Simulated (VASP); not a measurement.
# TmGa3Hg3As2N4 (P1) in VASP: notebook, part 2 of 2

VASP 6.6.1. The steps go on from the part before.

## (3) Single point, PBE

This run uses another cell than the first one, of 18.97 Å³/atom.

INCAR

```
SYSTEM = TmGa3Hg3As2N4
PREC = Accurate
ENCUT = 600
EDIFF = 1E-6
ISMEAR = 0
SIGMA = 0.2
LREAL = .FALSE.
LASPH = .TRUE.
NELM = 200
ALGO = Normal
ISIF = 2
LWAVE = .FALSE.
LCHARG = .FALSE.
GGA = PE
NBANDS = 69
GGA_COMPAT = .FALSE.
LMAXMIX = 6
```

KPOINTS

```
regular mesh
0
G
  8 4 2
  0 0 0
```

POSCAR

```
TmGa3Hg3As2N4
1.0
    3.1415245944     -0.2742238769      0.0236694783
    0.7221720848      8.0917940551      0.0151091537
    1.5064535526      0.4770011635      9.6393637052
Tm Ga Hg As N
1 3 3 2 4
Direct
    0.9445885969      0.9642989070      0.0362424464
   -0.0677191155      0.3265607188      0.0605792399
    1.0325759604      0.6925633317      0.8551880749
    0.5501559782      0.3320373259      0.8192500084
    0.7547339636      0.2996534116      0.4134324870
    0.3491553953      0.6450843033      0.2291831756
    0.1679150157      0.7898359484      0.5861948417
    0.3054286648      0.9359607453      0.3133296983
    0.6393407029      0.1333758643      0.6401189542
    0.0230506384      0.4543108795      0.8740591281
    0.8522749434      0.4425678640      0.2230172953
    0.4912987417      0.7998680737      0.9393880366
    0.4572005143      0.1838826264      0.0100176135
```

Potentials or basis: VASP PAW PBE potentials, release 64 (Tm_3, Ga_d, Hg, As, N), 4f in core.

Command:

```console
$ cat potpaw_PBE.64/Tm_3/POTCAR potpaw_PBE.64/Ga_d/POTCAR potpaw_PBE.64/Hg/POTCAR potpaw_PBE.64/As/POTCAR potpaw_PBE.64/N/POTCAR > POTCAR
$ mpirun -np 1 vasp_std > vasp.out
```

OUTCAR:

```text
SYSTEM = TmGa3Hg3As2N4
   PREC = Accurate
   ENCUT = 600
   EDIFF = 1E-6
   ISMEAR = 0
   LREAL = .FALSE.
   LASPH = .TRUE.
   NELM = 200
   ISIF = 2
   GGA = PE

 ion  position               nearest neighbor table
   1  0.945  0.964  0.036-  12 2.30  12 2.31  13 2.38  13 2.38   3 2.90   2 2.97   8 3.09   8 3.11
                             6 3.47   6 3.48
   2  0.932  0.327  0.061-  11 1.88  10 2.02  13 2.03  13 2.04   4 2.81   4 2.81   1 2.97   5 3.40

   3  0.033  0.693  0.855-  10 1.93  12 2.00  12 2.00   7 2.66   1 2.90
   4  0.550  0.332  0.819-  10 1.95  10 1.95  13 2.13   9 2.44   2 2.81   2 2.81
   5  0.755  0.300  0.413-  11 2.11   9 2.50   2 3.40   6 3.58   6 3.60
   6  0.349  0.645  0.229-  11 2.28  11 2.28   8 2.55   1 3.47   1 3.48   5 3.58   5 3.60   7 3.71

   7  0.168  0.790  0.586-   3 2.66   8 2.82   9 3.28   9 3.28   6 3.71
   8  0.305  0.936  0.313-   6 2.55   7 2.82   1 3.09   1 3.11
   9  0.639  0.133  0.640-   4 2.44   5 2.50   7 3.28   7 3.28
  10  0.023  0.454  0.874-   3 1.93   4 1.95   4 1.95   2 2.02
  11  0.852  0.443  0.223-   2 1.88   5 2.11   6 2.28   6 2.28
  12  0.491  0.800  0.939-   3 2.00   3 2.00   1 2.30   1 2.31
  13  0.457  0.184  0.010-   2 2.03   2 2.04   4 2.13   1 2.38   1 2.38

  LATTYP: Found a triclinic cell.
 ALAT       =     9.7680225766
 B/A-ratio  =     0.3228452018
 C/A-ratio  =     0.8316903588
 COS(alpha) =     0.0019561666
 COS(beta)  =     0.0641843429
 COS(gamma) =     0.1567948507

  Lattice vectors:

 A1 = (   1.5064535526,   0.4770011635,   9.6393637052)
 A2 = (   3.1415245944,  -0.2742238769,   0.0236694783)
 A3 = (   0.7221720848,   8.0917940551,   0.0151091537)

Analysis of symmetry for initial positions (statically):
=====================================================================
 Subroutine PRICEL returns:
 Original cell was already a primitive cell.
[... 168 lines left out ...]
   LORBIT       =      0    0 simple, 1 ext, 2 COOP (PROOUT), +10 PAW based schemes
   GGA     = PE    functional components
   LHFCALC =     F    Hartree Fock is set to
   AEXX    =    0.0000 exact exchange contribution
   IVDW    =     0    specifies the selected vdW correction
   LEPSILON=     F    determine dielectric tensor
   LRPA    =     F    only Hartree local field effects (RPA)
 non-spin polarized calculation
 Gauss-broadening in eV      SIGMA  =   0.20
  energy-cutoff  :      600.00
  volume of cell :      246.64
 maximum number of plane-waves:      8267
 NGX is ok and might be reduce to    28
   NGX = 13   NGY = 33   NGZ = 39

 number of electron     114.0000011 magnetization

 Free energy of the ion-electron system (eV)
  ---------------------------------------------------
  ext. energy  EPLUGINS =         0.00000000
  ---------------------------------------------------
  free energy    TOTEN  =       -57.78927480 eV

  energy without entropy =      -57.71780884  energy(sigma->0) =      -57.75354182

 E-fermi :   3.0244     XC(G=0): -10.0664

 val. band max:        3.0121883700   @ k =   0.2500   0.2500   0.5000
 cond. band min:       3.0306522482   @ k =   0.2500   0.5000   0.0000
 fundamental gap:      0.0184638782
 Fermi energy:         3.0244037350

 k-point     1 :       0.0000    0.0000    0.0000
  band No.  band energies     occupation
      1     -21.8843      2.00000
      2     -21.8798      2.00000
      3     -21.2972      2.00000
      4     -12.9793      2.00000
      5     -12.2897      2.00000
      6     -12.0355      2.00000
[... 1717 lines left out ...]
     68       8.0608      0.00000
     69       8.3915      0.00000

 [... further k-points ...]
[... 5 lines left out ...]
  --------------------------------------------------------------------------------------
  -------------------------------------------------------------------------------------
  Total        0.6625775      0.7642567      0.6985066     -0.0571203     -0.1718306      0.0067097
  in kB        4.3041523      4.9646676      4.5375501     -0.3710580     -1.1162240      0.0435865
  external PRESSURE =       4.6021233 kB  Pullay stress =       0.0000000 kB

 VOLUME and BASIS-vectors are now :
 -----------------------------------------------------------------------------
  energy-cutoff  :      600.00
  volume of cell :      246.64
      direct lattice vectors                 reciprocal lattice vectors
     3.141524594 -0.274223877  0.023669478     0.316222961 -0.028132419 -0.048027652
     0.722172085  8.091794055  0.015109154     0.010763289  0.122635865 -0.007750703
     1.506453553  0.477001163  9.639363705    -0.000793357 -0.000123146  0.103871368

 POSITION                                       TOTAL-FORCE (eV/Angst)
 -----------------------------------------------------------------------------------
      3.71844      7.56117      0.38628         0.001637      0.033453      0.018983
      3.25588      2.41570      0.61095         0.001605      0.019511      0.018496
      1.89079      6.00307      8.25470         0.000470     -0.016667      0.005794
      3.20228      2.92669      7.91509         0.001540      0.019919     -0.010409
      3.21023      2.41498      4.00762        -0.005995     -0.051753      0.090003
      1.90800      5.23346      2.22719         0.003139      0.038404     -0.000791
      1.98098      6.62476      5.66645        -0.001639     -0.007160      0.004365
      2.10745      7.63930      3.04167         0.004613      0.051346      0.028159
      3.06913      1.20927      6.18749        -0.004967     -0.042514      0.050785
      1.71723      4.08680      8.43278         0.003615      0.019072     -0.015685
      3.33302      3.45383      2.17660         0.002369     -0.019123     -0.145592
      3.53621      6.78573      9.07882        -0.008943     -0.058321     -0.047892
      1.58419      1.36734      0.11016         0.002554      0.013834      0.003784
 -----------------------------------------------------------------------------------
    total drift:                               -0.000149     -0.001306     -0.000289

  FREE ENERGIE OF THE ION-ELECTRON SYSTEM (eV)
  ---------------------------------------------------
  free  energy   TOTEN  =       -57.7892747965 eV

  energy  without entropy=      -57.7178088406  energy(sigma->0) =      -57.75354182
```

OSZICAR:

```text
N       E                     dE             d eps       ncg     rms          rms(c)
DAV:   1     0.151800885856E+04    0.15180E+04   -0.52463E+04  5590   0.234E+03
DAV:   2     0.254264914493E+03   -0.12637E+04   -0.12107E+04  4984   0.751E+02
DAV:   3    -0.359090757014E+02   -0.29017E+03   -0.27466E+03  6312   0.246E+02
[... 11 lines left out ...]
DAV:  15    -0.577892565081E+02   -0.27104E-05   -0.40762E-04  6408   0.126E-01    0.271E-02
DAV:  16    -0.577892667263E+02   -0.10218E-04   -0.11533E-04  6832   0.102E-01    0.177E-02
DAV:  17    -0.577892729907E+02   -0.62643E-05   -0.25589E-05  5840   0.490E-02    0.851E-03
DAV:  18    -0.577892745716E+02   -0.15810E-05   -0.17378E-05  6944   0.245E-02    0.388E-03
DAV:  19    -0.577892747965E+02   -0.22481E-06   -0.22832E-06  4512   0.131E-02
   1 F= -.57789275E+02 E0= -.57753542E+02  d E =-.714660E-01
```

It took 11 min on 1 thread of Intel Xeon 6975P-C (Granite Rapids), shared host; peak memory 0.88 GiB.

What came out:

```
Free energy            : -57.7893 eV
Pressure               : 0.5 GPa
Largest force          : 0.147 eV/Å
Band gap on the k mesh : zero (bands 57 and 58 overlap by 1.64 eV)
```

Forces on the atoms (eV/Å):
```
Tm   0.002  0.033  0.019
Ga   0.002  0.020  0.018
Ga   0.000 -0.017  0.006
Ga   0.002  0.020 -0.010
Hg  -0.006 -0.052  0.090
Hg   0.003  0.038 -0.001
Hg  -0.002 -0.007  0.004
As   0.005  0.051  0.028
As  -0.005 -0.043  0.051
N    0.004  0.019 -0.016
N    0.002 -0.019 -0.146
N   -0.009 -0.058 -0.048
N    0.003  0.014  0.004
```

Caveat: spin-orbit coupling is left out, which moves the levels of the heavy elements; the 4f electrons are frozen in the core, so they carry no moment and show no levels; the run has no spin polarisation, though such a crystal can be magnetic.
